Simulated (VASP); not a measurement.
# Mg (P6_3/mmc) in VASP: a series of runs

Aim: see how the results for Mg move with the level of theory and the settings. Levels: b88 exchange, pbe correlation, B3LYP+D3(BJ). Tasks: single point.

All numbers are computed with VASP 6.6.1; they aren't measurements. Logs are shortened: lines on timing, memory, paths and dates and some standing lists are left out, and cuts for length are marked.

## 1. The cell of the first run

The structure is hexagonal, space group P6_3/mmc (No. 194). Conventional cell: a = 3.272 Å, b = 3.272 Å, c = 5.312 Å, α = 90.00°, β = 90.00°, γ = 120.00°. Within 4.3 Å of Mg (site symmetry -6m2) lie 12 Mg at 3.26 to 3.27 Å.

## 2. Single point, b88 exchange, pbe correlation

File INCAR:

```
PREC = Accurate
ENCUT = 600
EDIFF = 1E-6
ISMEAR = -1
SIGMA = 0.05
LREAL = F
LASPH = T
NELM = 120
ALGO = Normal
ISIF = 2
LWAVE = F
LCHARG = F
GGA = LIBXC
LIBXC1 = GGA_X_B88
LIBXC2 = GGA_C_PBE
NBANDS = 9
GGA_COMPAT = F
```

File KPOINTS:

```
regular mesh
0
Gamma
  10 10 5
```

File POSCAR:

```
Mg
1.0
    3.2722434310      0.0000000000      0.0000000000
   -1.6361217155      2.8338459386      0.0000000000
    0.0000000000      0.0000000000      5.3124886887
Mg
2
Direct
    0.6666666667      0.3333333333      0.7500000000
    0.3333333333      0.6666666667      0.2500000000
```

Potentials or basis: VASP PAW PBE potentials, release 64 (Mg).

Run with:

```console
$ cat potpaw_PBE.64/Mg/POTCAR > POTCAR
$ mpirun -np 1 vasp_std > vasp.out
```

OUTCAR:

```text
PREC = Accurate
   ENCUT = 600
   EDIFF = 1E-6
   ISMEAR = -1
   LREAL = F
   LASPH = T
   NELM = 120
   ISIF = 2
   GGA = LIBXC

 ion  position               nearest neighbor table
   1  0.667  0.333  0.750-   2 3.26   2 3.26   2 3.26   2 3.26   2 3.26   2 3.26
   2  0.333  0.667  0.250-   1 3.26   1 3.26   1 3.26   1 3.26   1 3.26   1 3.26

  LATTYP: Found a hexagonal cell.
 ALAT       =     3.2722434310
 C/A-ratio  =     1.6235004518

  Lattice vectors:

 A1 = (   3.2722434310,   0.0000000000,   0.0000000000)
 A2 = (  -1.6361217155,   2.8338459386,   0.0000000000)
 A3 = (   0.0000000000,   0.0000000000,   5.3124886887)

Analysis of symmetry for initial positions (statically):
=====================================================================
 Subroutine PRICEL returns:
 Original cell was already a primitive cell.

 Routine SETGRP: Setting up the symmetry group for a
 hexagonal supercell.

 Subroutine GETGRP returns: Found 24 space group operations
 (whereof 12 operations were pure point group operations)
 out of a pool of 24 trial point group operations.

The static configuration has the point symmetry D_3d.
 The point group associated with its full space group is D_6h.

Analysis of symmetry for dynamics (positions and initial velocities):
=====================================================================
 Subroutine PRICEL returns:
 Original cell was already a primitive cell.

 Routine SETGRP: Setting up the symmetry group for a
 hexagonal supercell.

 Subroutine GETGRP returns: Found 24 space group operations
 (whereof 12 operations were pure point group operations)
 out of a pool of 24 trial point group operations.

The dynamic configuration has the point symmetry D_3d.
 The point group associated with its full space group is D_6h.

 Subroutine INISYM returns: Found 24 space group operations
 (whereof 12 operations are pure point group operations),
 and found     1 'primitive' translations

----------------------------------------------------------------------------------------

                                     Primitive cell

  volume of cell :      49.2629

  direct lattice vectors                    reciprocal lattice vectors
     3.272243431  0.000000000  0.000000000     0.305600736  0.176438667  0.000000000
    -1.636121716  2.833845939  0.000000000     0.000000000  0.352877334  0.000000000
     0.000000000  0.000000000  5.312488689     0.000000000  0.000000000  0.188235695

  length of vectors
     3.272243431  3.272243431  5.312488689     0.352877334  0.352877334  0.188235695

  position of ions in fractional coordinates (direct lattice)
     0.666666667  0.333333333  0.750000000
     0.333333333  0.666666667  0.250000000

  ion indices of the primitive-cell ions
   primitive index   ion index
                 1           1
                 2           2

----------------------------------------------------------------------------------------

 KPOINTS: regular mesh

Automatic generation of k-mesh.
 Grid dimensions read from file:
 generate k-points for:   10   10    5

 Generating k-lattice:

  Cartesian coordinates                     Fractional coordinates (reciprocal lattice)
     0.030560074  0.017643867  0.000000000     0.100000000  0.000000000  0.000000000
     0.000000000  0.035287733  0.000000000     0.000000000  0.100000000  0.000000000
     0.000000000  0.000000000  0.037647139     0.000000000  0.000000000  0.200000000

  Length of vectors
     0.035287733  0.035287733  0.037647139

  Shift w.r.t. Gamma in fractional coordinates (k-lattice)
     0.000000000  0.000000000  0.000000000

 Subroutine IBZKPT returns following result:
 ===========================================

 Found     42 irreducible k-points:

 Following reciprocal coordinates:
            Coordinates               Weight
  0.000000  0.000000  0.000000      1.000000
  0.100000 -0.000000  0.000000      6.000000
  0.200000 -0.000000  0.000000      6.000000
  0.300000 -0.000000  0.000000      6.000000
  0.400000 -0.000000  0.000000      6.000000
  0.500000  0.000000  0.000000      3.000000
[... 16 lines left out ...]
  0.300000  0.100000  0.200000     24.000000
  0.400000  0.100000  0.200000     24.000000
 [... further k-points ...]
   k-points           NKPTS =     42   k-points in BZ     NKDIM =     42   number of bands    NBANDS=      9
   number of dos      NEDOS =    301   number of ions     NIONS =      2
   total plane-waves  NPLWV =  32928
   dimension x,y,z NGX =    28 NGY =   28 NGZ =   42
   dimension x,y,z NGXF=    56 NGYF=   56 NGZF=   84
   ions per type =               2
   NGX,Y,Z   is equivalent  to a cutoff of  14.23, 14.23, 13.14 a.u.
   NGXF,Y,Z  is equivalent  to a cutoff of  28.45, 28.45, 26.29 a.u.
 SYSTEM =  unknown system
   PREC   = accura    normal or accurate (medium, high low for compatibility)
   ISTART =      0    job   : 0-new  1-cont  2-samecut
   ICHARG =      2    charge: 1-file 2-atom 10-const
   ISPIN  =      1    spin polarized calculation?
   LNONCOLLINEAR =      F non collinear calculations
   LSORBIT =      F    spin-orbit coupling
   LASPH  =      T    aspherical Exc in radial PAW
   ENCUT  =  600.0 eV  44.10 Ry    6.64 a.u.   6.54  6.54 10.61*2*pi/ulx,y,z
   NELM   =    120;   NELMIN=  2; NELMDL= -5     # of ELM steps
   EDIFF  = 0.1E-05   stopping-criterion for ELM
   LREAL  =      F    real-space projection
   EDIFFG = 0.1E-04   stopping-criterion for IOM
   NSW    =      0    number of steps for IOM
   IBRION =     -1    ionic relax: 0-MD 1-quasi-New 2-CG
   NFREE  =      0    steps in history (QN), initial steepest desc. (CG)
   ISIF   =      2    stress and relaxation
   ISYM   =      2    0-nonsym 1-usesym 2-fastsym
   POTIM  = 0.5000    time-step for ionic-motion
   TEBEG  =    0.0;   TEEND  =   0.0 temperature during run
   PSTRESS=    0.0 pullay stress
   NELECT =       4.0000    total number of electrons
   NUPDOWN=      -1.0000    fix difference up-down
   EMIN   =  10.00;   EMAX   =-10.00  energy-range for DOS
   EFERMI =   0.00;   METHOD = LEGACY
   ISMEAR =    -1;   SIGMA  =   0.05  broadening in eV -4-tet -1-fermi 0-gaus
   EFERMI_NEDOS =   21; number of points for ismear=-14 and -15
   IALGO  =     38    algorithm
   IMIX   =      4    mixing-type and parameters
     AMIX     =   0.40;   BMIX     =  1.00
     AMIX_MAG =   1.60;   BMIX_MAG =  1.00
  volume/ion in A,a.u.               =      24.63       166.22
  Fermi-wavevector in a.u.,A,eV,Ry     =   0.708905  1.339637  6.837563  0.502547
  Thomas-Fermi vector in A             =   1.795345
   LORBIT       =      0    0 simple, 1 ext, 2 COOP (PROOUT), +10 PAW based schemes
   GGA     = LIBXC    functional components
   LHFCALC =     F    Hartree Fock is set to
   AEXX    =    0.0000 exact exchange contribution
   IVDW    =     0    specifies the selected vdW correction
   LEPSILON=     F    determine dielectric tensor
   LRPA    =     F    only Hartree local field effects (RPA)
 non-spin polarized calculation
  energy-cutoff  :      600.00
  volume of cell :       49.26
 maximum number of plane-waves:      1671
 NGX is ok and might be reduce to    28
   NGX = 13   NGY = 13   NGZ = 21

 number of electron       4.0000000 magnetization

 Free energy of the ion-electron system (eV)
  ---------------------------------------------------
  ext. energy  EPLUGINS =         0.00000000
  ---------------------------------------------------
  free energy    TOTEN  =        -2.80361148 eV

  energy without entropy =       -2.79132366  energy(sigma->0) =       -2.79746757

 E-fermi :   2.3338     XC(G=0):  -8.2459

 val. band max:        2.3114479490   @ k =   0.2000   0.1000   0.0000
 cond. band min:       2.3364106615   @ k =   0.3000   0.3000   0.0000
 fundamental gap:      0.0249627125
 Fermi energy:         2.3337654000

 k-point     1 :       0.0000    0.0000    0.0000
  band No.  band energies     occupation
      1      -4.3216      2.00000
      2       0.7379      2.00000
      3       1.0667      2.00000
      4      12.8156      0.00000
      5      12.8156      0.00000
      6      12.8493      0.00000
      7      12.8493      0.00000
      8      13.7406      0.00000
      9      15.1023      0.00000

 k-point     2 :       0.1000   -0.0000    0.0000
  band No.  band energies     occupation
      1      -4.1341      2.00000
      2       0.9108      2.00000
      3       1.2499      2.00000
      4      10.1100      0.00000
      5      11.3892      0.00000
      6      12.2165      0.00000
      7      14.5294      0.00000
      8      14.5474      0.00000
      9      14.6670      0.00000

 k-point     3 :       0.2000   -0.0000    0.0000
  band No.  band energies     occupation
      1      -3.5735      2.00000
      2       1.4296      2.00000
      3       1.7902      1.99996
      4       7.2522      0.00000
      5      10.2669      0.00000
      6      10.8261      0.00000
      7      11.8484      0.00000
      8      12.7668      0.00000
      9      14.7907      0.00000

 k-point     4 :       0.3000   -0.0000    0.0000
  band No.  band energies     occupation
      1      -2.6459      2.00000
      2       2.2949      1.37056
      3       2.6224      0.00621
      4       4.7211      0.00000
      5       9.2184      0.00000
      6       9.2676      0.00000
      7       9.4673      0.00000
      8      11.1647      0.00000
      9      13.8849      0.00000
[... 205 lines left out ...]
 k-point    22 :       0.2000    0.1000    0.2000
  band No.  band energies     occupation
      1      -2.8050      2.00000
      2       0.3029      2.00000
      3       4.2911      0.00000
      4       6.2654      0.00000
      5       7.8748      0.00000
      6       9.2605      0.00000
      7      10.8427      0.00000
      8      12.7595      0.00000
      9      12.9355      0.00000

 k-point    23 :       0.3000    0.1000    0.2000
  band No.  band energies     occupation
      1      -1.7014      2.00000
      2       1.3545      2.00000
      3       3.6796      0.00000
      4       5.4402      0.00000
      5       6.5324      0.00000
      6       7.5776      0.00000
      7      10.0672      0.00000
      8      10.8922      0.00000
      9      12.6348      0.00000

 k-point    24 :       0.4000    0.1000    0.2000
  band No.  band energies     occupation
      1      -0.2510      2.00000
      2       1.4935      2.00000
      3       2.8792      0.00004
      4       4.5606      0.00000
      5       6.4593      0.00000
      6       7.3358      0.00000
      7       8.7413      0.00000
      8      10.0260      0.00000
      9      12.3410      0.00000

 [... further k-points ...]

------------------------ aborting loop because EDIFF is reached ----------------------------------------

  FORCE on cell =-STRESS in cart. coord.  units (eV):
  Direction    XX          YY          ZZ          XY          YZ          ZX
  --------------------------------------------------------------------------------------
  -------------------------------------------------------------------------------------
  Total       -0.7094093     -0.7094093     -0.3298866      0.0000000      0.0000000      0.0000000
  in kB      -23.0721248    -23.0721248    -10.7289043      0.0000000      0.0000000      0.0000000
  external PRESSURE =     -18.9577180 kB  Pullay stress =       0.0000000 kB

 VOLUME and BASIS-vectors are now :
 -----------------------------------------------------------------------------
  energy-cutoff  :      600.00
  volume of cell :       49.26
      direct lattice vectors                 reciprocal lattice vectors
     3.272243431  0.000000000  0.000000000     0.305600736  0.176438667  0.000000000
    -1.636121716  2.833845939  0.000000000     0.000000000  0.352877334  0.000000000
     0.000000000  0.000000000  5.312488689     0.000000000  0.000000000  0.188235695

 POSITION                                       TOTAL-FORCE (eV/Angst)
 -----------------------------------------------------------------------------------
      1.63612      0.94462      3.98437         0.000000      0.000000      0.000000
     -0.00000      1.88923      1.32812        -0.000000     -0.000000      0.000000
 -----------------------------------------------------------------------------------
    total drift:                                0.000000     -0.000000      0.000000

  FREE ENERGIE OF THE ION-ELECTRON SYSTEM (eV)
  ---------------------------------------------------
  free  energy   TOTEN  =        -2.8036114814 eV

  energy  without entropy=       -2.7913236589  energy(sigma->0) =       -2.79746757
```

Run time: 18 s. Hardware: 1 thread of Intel Xeon Platinum 8488C (Sapphire Rapids), shared host; peak memory 0.18 GiB.

What came out:

```yaml
Free_energy: -2.8036 eV
Pressure: -1.9 GPa
Band_gap_on_the_k_mesh: zero (bands 2 and 3 overlap by 1.92 eV)
```

Stress tensor (GPa, compression positive):
```
-2.31  0.00  0.00
 0.00 -2.31  0.00
 0.00  0.00 -1.07
```

Levels at points of the mesh, in eV from the Fermi level:
| k point | band 1 | band 2 | band 3 | band 4 | band 5 | band 6 |
| --- | --- | --- | --- | --- | --- | --- |
| (0.00, 0.00, 0.00) | -6.66 | -1.60 | -1.27 | 10.48 | 10.48 | 10.52 |
| (0.50, 0.00, 0.00) | -2.10 | -2.04 | 2.53 | 2.97 | 3.06 | 3.47 |

Caveat: the PAW data sets were made with another functional, which shifts forces and pressure a little.

## 3. Single point, B3LYP+D3(BJ) (26.72 Å³/atom)

This run uses another cell than the first one, of 26.72 Å³/atom.

File POSCAR:

```
Mg
1.0
    3.3623500800      0.0000000000      0.0000000000
   -1.6811750400      2.9118805857      0.0000000000
    0.0000000000      0.0000000000      5.4587768800
Mg
2
Direct
    0.6666666667      0.3333333333      0.7500000000
    0.3333333333      0.6666666667      0.2500000000
```

File INCAR.step1:

```
SYSTEM = Mg
PREC = Accurate
ENCUT = 520
EDIFF = 1E-5
ISMEAR = 0
SIGMA = 0.025
LREAL = .False.
LASPH = .True.
NELM = 120
ALGO = Normal
ISIF = 2
LWAVE = .True.
GGA = PE
NBANDS = 9
GGA_COMPAT = .False.
```

File INCAR.step2:

```
SYSTEM = Mg
PREC = Accurate
ENCUT = 520
EDIFF = 1E-6
ISMEAR = 0
SIGMA = 0.025
LREAL = .False.
LASPH = .True.
NELM = 120
ALGO = Normal
ISIF = 2
LWAVE = .False.
LCHARG = .True.
GGA = B3
LHFCALC = .True.
AEXX = 0.2
AGGAX = 0.72
AGGAC = 0.81
ALDAC = 0.19
PRECFOCK = Normal
IVDW = 12
LELF = .True.
LVHAR = .True.
ISTART = 1
NBANDS = 9
GGA_COMPAT = .False.
```

File KPOINTS:

```
regular mesh
0
Gamma
  6 6 3
  0 0 0
```

Potentials or basis: VASP PAW PBE potentials, release 64 (Mg).

Run with:

```console
$ cat potpaw_PBE.64/Mg/POTCAR > POTCAR
$ cp INCAR.step1 INCAR
$ mpirun -np 1 vasp_std > vasp.out
$ cp INCAR.step2 INCAR
$ mpirun -np 1 vasp_std > vasp.out
```

It took 2.8 min on 1 thread of Intel Xeon Platinum 8488C (Sapphire Rapids), shared host; peak memory 0.18 GiB.

It converged, with:

| Quantity | Value |
| --- | --- |
| Free energy | -2.5067 eV |
| Pressure | -6.4 GPa |
| Band gap on the k mesh | zero (bands 2 and 3 overlap by 2.47 eV) |
| Dispersion energy per atom | -0.482 eV |

Stress tensor (GPa, compression positive):
```
-5.71  0.00  0.00
 0.00 -5.71  0.00
 0.00  0.00 -7.92
```

Levels at points of the mesh, in eV from the Fermi level:
```
           k point  band 1  band 2  band 3  band 4  band 5  band 6  band 7
(0.00, 0.00, 0.00)   -7.48   -1.86   -1.75   10.70   10.70   10.97   10.97
(0.50, 0.00, 0.00)   -2.63   -2.35    3.00    3.44    3.64    3.76    6.86
```

Caveat: the k points lie up to 0.38 Å⁻¹ apart, too coarse for converged energies and pressures of a metal; the PAW data sets were made with another functional, which shifts forces and pressure a little.
